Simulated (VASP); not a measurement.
# CdS (CsCl type) (Pm-3m) in VASP: settings compared

CdS (CsCl type) is run at these levels: PBE, revPBE; tasks: relaxation of cell and atoms, single point.

Program: VASP 6.6.1. These are calculated values, not measurements. Logs are shortened: lines on timing, memory, paths and dates and some standing lists are left out, and cuts for length are marked.

### 1 The cell of the first run

Symmetry: Pm-3m, No. 221, cubic system. Conventional cell: a = 3.015 Å, b = 3.015 Å, c = 3.015 Å, α = 90.00°, β = 90.00°, γ = 90.00°. Within 3.4 Å of Cd (site symmetry m-3m) lie 8 S at 2.61 Å and 6 Cd at 3.02 Å. Within 3.4 Å of S (site symmetry m-3m) lie 8 Cd at 2.61 Å and 6 S at 3.02 Å.

### 2 Relaxation of cell and atoms, PBE

File INCAR:

```
ALGO = Normal
EDIFF = 1E-6
EDIFFG = -0.005
ENCUT = 600
GGA = PE
IBRION = 2
ISIF = 3
ISMEAR = -1
LASPH = True
LCHARG = False
LREAL = False
LWAVE = False
NELM = 80
NSW = 60
PREC = Accurate
SIGMA = 0.05
```

File KPOINTS:

```
k-points
0
Gamma
  14 14 14
```

File POSCAR:

```
CdS
1.0
    3.0150239690      0.0000000000      0.0000000000
    0.0000000000      3.0150239690      0.0000000000
    0.0000000000      0.0000000000      3.0150239690
Cd S
1 1
Direct
    0.0000000000      0.0000000000      0.0000000000
    0.5000000000      0.5000000000      0.5000000000
```

Potentials or basis: VASP PAW PBE potentials, release 64 (Cd, S).

Launch:

```sh
$ cat potpaw_PBE.64/Cd/POTCAR potpaw_PBE.64/S/POTCAR > POTCAR
$ mpirun -np 1 vasp_std > vasp.out
```

OUTCAR:

```text
EDIFF = 1E-6
   EDIFFG = -0.005
   ENCUT = 600
   GGA = PE
   IBRION = 2
   ISIF = 3
   ISMEAR = -1
   LASPH = True
   LREAL = False
   NELM = 80
   NSW = 60
   PREC = Accurate

 ion  position               nearest neighbor table
   1  0.000  0.000  0.000-   2 2.61   2 2.61   2 2.61   2 2.61   2 2.61   2 2.61   2 2.61   2 2.61

   2  0.500  0.500  0.500-   1 2.61   1 2.61   1 2.61   1 2.61   1 2.61   1 2.61   1 2.61   1 2.61

  LATTYP: Found a simple cubic cell.
 ALAT       =     3.0150239690

  Lattice vectors:

 A1 = (   3.0150239690,   0.0000000000,   0.0000000000)
 A2 = (   0.0000000000,   3.0150239690,   0.0000000000)
 A3 = (   0.0000000000,   0.0000000000,   3.0150239690)

Analysis of symmetry for initial positions (statically):
=====================================================================
 Subroutine PRICEL returns:
 Original cell was already a primitive cell.

 Routine SETGRP: Setting up the symmetry group for a
 simple cubic supercell.

 Subroutine GETGRP returns: Found 48 space group operations
 (whereof 48 operations were pure point group operations)
 out of a pool of 48 trial point group operations.

The static configuration has the point symmetry O_h .

Analysis of symmetry for dynamics (positions and initial velocities):
=====================================================================
 Subroutine PRICEL returns:
 Original cell was already a primitive cell.

 Routine SETGRP: Setting up the symmetry group for a
 simple cubic supercell.

 Subroutine GETGRP returns: Found 48 space group operations
 (whereof 48 operations were pure point group operations)
 out of a pool of 48 trial point group operations.

The dynamic configuration has the point symmetry O_h .

 Subroutine INISYM returns: Found 48 space group operations
 (whereof 48 operations are pure point group operations),
 and found     1 'primitive' translations

----------------------------------------------------------------------------------------

                                     Primitive cell

  volume of cell :      27.4077

  direct lattice vectors                    reciprocal lattice vectors
     3.015023969  0.000000000  0.000000000     0.331672322  0.000000000  0.000000000
     0.000000000  3.015023969  0.000000000     0.000000000  0.331672322  0.000000000
     0.000000000  0.000000000  3.015023969     0.000000000  0.000000000  0.331672322

  length of vectors
     3.015023969  3.015023969  3.015023969     0.331672322  0.331672322  0.331672322

  position of ions in fractional coordinates (direct lattice)
     0.000000000  0.000000000  0.000000000
     0.500000000  0.500000000  0.500000000

  ion indices of the primitive-cell ions
   primitive index   ion index
                 1           1
                 2           2

----------------------------------------------------------------------------------------

 KPOINTS: k-points

Automatic generation of k-mesh.
 Grid dimensions read from file:
 generate k-points for:   14   14   14

 Generating k-lattice:

  Cartesian coordinates                     Fractional coordinates (reciprocal lattice)
     0.023690880  0.000000000  0.000000000     0.071428571  0.000000000  0.000000000
     0.000000000  0.023690880  0.000000000     0.000000000  0.071428571  0.000000000
     0.000000000  0.000000000  0.023690880     0.000000000  0.000000000  0.071428571

  Length of vectors
     0.023690880  0.023690880  0.023690880

  Shift w.r.t. Gamma in fractional coordinates (k-lattice)
     0.000000000  0.000000000  0.000000000

 Subroutine IBZKPT returns following result:
 ===========================================

 Found    120 irreducible k-points:

 Following reciprocal coordinates:
            Coordinates               Weight
  0.000000  0.000000  0.000000      1.000000
  0.071429  0.000000  0.000000      6.000000
  0.142857  0.000000  0.000000      6.000000
  0.214286  0.000000  0.000000      6.000000
  0.285714  0.000000  0.000000      6.000000
  0.357143  0.000000  0.000000      6.000000
[... 16 lines left out ...]
  0.285714  0.214286  0.000000     24.000000
  0.357143  0.214286  0.000000     24.000000
 [... further k-points ...]
   k-points           NKPTS =    120   k-points in BZ     NKDIM =    120   number of bands    NBANDS=     13
   number of dos      NEDOS =    301   number of ions     NIONS =      2
   total plane-waves  NPLWV =  13824
   dimension x,y,z NGX =    24 NGY =   24 NGZ =   24
   dimension x,y,z NGXF=    48 NGYF=   48 NGZF=   48
   ions per type =               1   1
   NGX,Y,Z   is equivalent  to a cutoff of  13.23, 13.23, 13.23 a.u.
   NGXF,Y,Z  is equivalent  to a cutoff of  26.47, 26.47, 26.47 a.u.
 SYSTEM =  unknown system
   PREC   = accura    normal or accurate (medium, high low for compatibility)
   ISTART =      0    job   : 0-new  1-cont  2-samecut
   ICHARG =      2    charge: 1-file 2-atom 10-const
   ISPIN  =      1    spin polarized calculation?
   LNONCOLLINEAR =      F non collinear calculations
   LSORBIT =      F    spin-orbit coupling
   LASPH  =      T    aspherical Exc in radial PAW
   ENCUT  =  600.0 eV  44.10 Ry    6.64 a.u.   6.02  6.02  6.02*2*pi/ulx,y,z
   NELM   =     80;   NELMIN=  2; NELMDL= -5     # of ELM steps
   EDIFF  = 0.1E-05   stopping-criterion for ELM
   LREAL  =      F    real-space projection
   EDIFFG = -.5E-02   stopping-criterion for IOM
   NSW    =     60    number of steps for IOM
   IBRION =      2    ionic relax: 0-MD 1-quasi-New 2-CG
   NFREE  =      1    steps in history (QN), initial steepest desc. (CG)
   ISIF   =      3    stress and relaxation
   ISYM   =      2    0-nonsym 1-usesym 2-fastsym
   POTIM  = 0.5000    time-step for ionic-motion
   TEBEG  =    0.0;   TEEND  =   0.0 temperature during run
   PSTRESS=    0.0 pullay stress
   NELECT =      18.0000    total number of electrons
   NUPDOWN=      -1.0000    fix difference up-down
   EMIN   =  10.00;   EMAX   =-10.00  energy-range for DOS
   EFERMI =   0.00;   METHOD = LEGACY
   ISMEAR =    -1;   SIGMA  =   0.05  broadening in eV -4-tet -1-fermi 0-gaus
   EFERMI_NEDOS =   21; number of points for ismear=-14 and -15
   IALGO  =     38    algorithm
   IMIX   =      4    mixing-type and parameters
     AMIX     =   0.40;   BMIX     =  1.00
     AMIX_MAG =   1.60;   BMIX_MAG =  1.00
  volume/ion in A,a.u.               =      13.70        92.48
  Fermi-wavevector in a.u.,A,eV,Ry     =   1.423011  2.689101 27.551254  2.024960
  Thomas-Fermi vector in A             =   2.543654
   LORBIT       =      0    0 simple, 1 ext, 2 COOP (PROOUT), +10 PAW based schemes
   GGA     = PE    functional components
   LHFCALC =     F    Hartree Fock is set to
   AEXX    =    0.0000 exact exchange contribution
   IVDW    =     0    specifies the selected vdW correction
   LEPSILON=     F    determine dielectric tensor
   LRPA    =     F    only Hartree local field effects (RPA)
 conjugate gradient relaxation of ions
 non-spin polarized calculation
  energy-cutoff  :      600.00
  volume of cell :       27.41
 maximum number of plane-waves:       931
   NGX = 13   NGY = 13   NGZ = 13

--------------------------------------- Ionic step        1  -------------------------------------------

 number of electron      18.0000004 magnetization

 Free energy of the ion-electron system (eV)
  ---------------------------------------------------
  ext. energy  EPLUGINS =         0.00000000
  ---------------------------------------------------
  free energy    TOTEN  =        -3.16081983 eV

  energy without entropy =       -3.15303972  energy(sigma->0) =       -3.15692977

 E-fermi :   8.1386     XC(G=0): -12.6747

 val. band max:        8.0780246560   @ k =   0.3571   0.2143   0.0000
 cond. band min:       8.1402558536   @ k =   0.3571   0.2857   0.0000
 fundamental gap:      0.0622311976
 Fermi energy:         8.1386465301

 k-point     1 :       0.0000    0.0000    0.0000
  band No.  band energies     occupation
      1      -8.4583      2.00000
      2      -2.0512      2.00000
      3      -2.0512      2.00000
      4      -0.6774      2.00000
      5      -0.6774      2.00000
      6      -0.6774      2.00000
      7       6.0972      2.00000
      8       6.0972      2.00000
      9       6.0972      2.00000
     10       9.1806      0.00000
     11      14.3618      0.00000
     12      14.3618      0.00000
     13      23.9023      0.00000
[... 855 lines left out ...]
 POSITION                                       TOTAL-FORCE (eV/Angst)
 -----------------------------------------------------------------------------------
      0.00000      0.00000      0.00000         0.000000     -0.000000      0.000000
      1.70859      1.70859      1.70859        -0.000000      0.000000      0.000000
 -----------------------------------------------------------------------------------
    total drift:                                0.000000      0.000000     -0.000000

  FREE ENERGIE OF THE ION-ELECTRON SYSTEM (eV)
  ---------------------------------------------------
  free  energy   TOTEN  =        -4.8674907004 eV

  energy  without entropy=       -4.8568660607  energy(sigma->0) =       -4.86217838

[... ionic steps 4 to 17 ...]

--------------------------------------- Ionic step       18  -------------------------------------------

 number of electron      18.0000013 magnetization

------------------------ aborting loop because EDIFF is reached ----------------------------------------

  FORCE on cell =-STRESS in cart. coord.  units (eV):
  Direction    XX          YY          ZZ          XY          YZ          ZX
  --------------------------------------------------------------------------------------
  -------------------------------------------------------------------------------------
  Total        0.0264199      0.0264199      0.0264199     -0.0000000     -0.0000000      0.0000000
  in kB        1.0652034      1.0652034      1.0652034     -0.0000000     -0.0000000      0.0000000
  external PRESSURE =       1.0652034 kB  Pullay stress =       0.0000000 kB

 VOLUME and BASIS-vectors are now :
 -----------------------------------------------------------------------------
  energy-cutoff  :      600.00
  volume of cell :       39.74
      direct lattice vectors                 reciprocal lattice vectors
     3.412478040  0.000000000  0.000000000     0.293042179  0.000000000  0.000000000
    -0.000000000  3.412478040  0.000000000    -0.000000000  0.293042179 -0.000000000
    -0.000000000  0.000000000  3.412478040    -0.000000000 -0.000000000  0.293042179
[... 37 lines left out ...]
 POSITION                                       TOTAL-FORCE (eV/Angst)
 -----------------------------------------------------------------------------------
     -0.00000      3.41566      0.00000         0.000000      0.000000      0.000000
      1.70783      1.70783      1.70783        -0.000000     -0.000000      0.000000
 -----------------------------------------------------------------------------------
    total drift:                                0.000000      0.000000     -0.000000

  FREE ENERGIE OF THE ION-ELECTRON SYSTEM (eV)
  ---------------------------------------------------
  free  energy   TOTEN  =        -4.8675391139 eV

  energy  without entropy=       -4.8569253808  energy(sigma->0) =       -4.86223225

--------------------------------------- Ionic step       20  -------------------------------------------

 number of electron      18.0000012 magnetization

 Free energy of the ion-electron system (eV)
  ---------------------------------------------------
  ext. energy  EPLUGINS =         0.00000000
  ---------------------------------------------------
  free energy    TOTEN  =        -4.86755581 eV

  energy without entropy =       -4.85695265  energy(sigma->0) =       -4.86225423

 E-fermi :   3.7468     XC(G=0): -10.6912

 val. band max:        3.7291037552   @ k =   0.4286   0.1429   0.0000
 cond. band min:       3.7510282870   @ k =   0.4286   0.2143   0.0000
 fundamental gap:      0.0219245318
 Fermi energy:         3.7468284414

 k-point     1 :       0.0000    0.0000    0.0000
  band No.  band energies     occupation
      1      -9.5264      2.00000
      2      -4.9373      2.00000
      3      -4.9373      2.00000
      4      -4.3756      2.00000
      5      -4.3756      2.00000
      6      -4.3756      2.00000
      7       2.6035      2.00000
      8       2.6035      2.00000
      9       2.6035      2.00000
     10       2.7413      2.00000
     11      10.4281      0.00000
     12      10.4281      0.00000
     13      15.3358      0.00000
[... 390 lines left out ...]
 POSITION                                       TOTAL-FORCE (eV/Angst)
 -----------------------------------------------------------------------------------
      0.00000      0.00000      0.00000         0.000000      0.000000     -0.000000
      1.70711      1.70711      1.70711        -0.000000     -0.000000      0.000000
 -----------------------------------------------------------------------------------
    total drift:                               -0.000000      0.000000     -0.000000

  FREE ENERGIE OF THE ION-ELECTRON SYSTEM (eV)
  ---------------------------------------------------
  free  energy   TOTEN  =        -4.8675558133 eV

  energy  without entropy=       -4.8569526497  energy(sigma->0) =       -4.86225423

 reached required accuracy - stopping structural energy minimisation
```

It took 6.9 min on 1 thread of AMD EPYC 7R13, shared host; peak memory 0.16 GiB.

Results:

- Free energy: -4.8676 eV
- Relaxed volume: 19.90 Å³/atom
- Relaxed cell: a = 3.414 Å, b = 3.414 Å, c = 3.414 Å, α = 90.00°, β = 90.00°, γ = 90.00°
- Space group after relaxing (to 0.05 Å): Pm-3m (No. 221)
- Energy gained by relaxing: 853.4 meV/atom
- Ionic steps: 20
- Pressure after relaxing: 0.0 GPa
- Band gap on the k mesh: zero (band 9 reaches 3.81 eV, above the bottom of band 10 at 2.74 eV)

Step by step:
```
step  energy change (eV)  largest force (eV/Å)  pressure (GPa)  volume (Å³)
   1              0.0000                0.0000           62.76        27.41
   2             -1.0342                0.0000          -10.55        54.69
   3             -1.7067                0.0000           -0.21        39.90
   4             -1.7066                0.0000            0.32        39.62
   5             -1.7066                0.0000            0.32        39.62
   6             -1.7066                0.0000            0.31        39.63
   7             -1.7066                0.0000            0.30        39.63
   8             -1.7066                0.0000            0.30        39.63
   9             -1.7066                0.0000            0.30        39.63
  10             -1.7066                0.0000            0.30        39.63
  11             -1.7066                0.0000            0.31        39.63
  12             -1.7066                0.0000            0.31        39.63
  13             -1.7066                0.0000            0.31        39.63
  14             -1.7066                0.0000            0.33        39.63
  15             -1.7066                0.0000            0.28        39.64
  16             -1.7066                0.0000            0.26        39.66
  17             -1.7067                0.0000            0.20        39.68
  18             -1.7067                0.0000            0.11        39.74
  19             -1.7067                0.0000           -0.09        39.85
  20             -1.7067                0.0000           -0.03        39.80
```

Final structure:
```yaml
crystal:
  lattice:
    - [3.41422, 0.00000, 0.00000]
    - [0.00000, 3.41422, 0.00000]
    - [0.00000, 0.00000, 3.41422]
  atoms:
    - { symbol: Cd, position: [0.00000, 0.00000, 0.00000] }
    - { symbol: S, position: [0.50000, 0.50000, 0.50000] }
```

Caveat: the volume moved by over 15 % at a fixed basis, so the end points are rough.

[end of part 1 of 2]
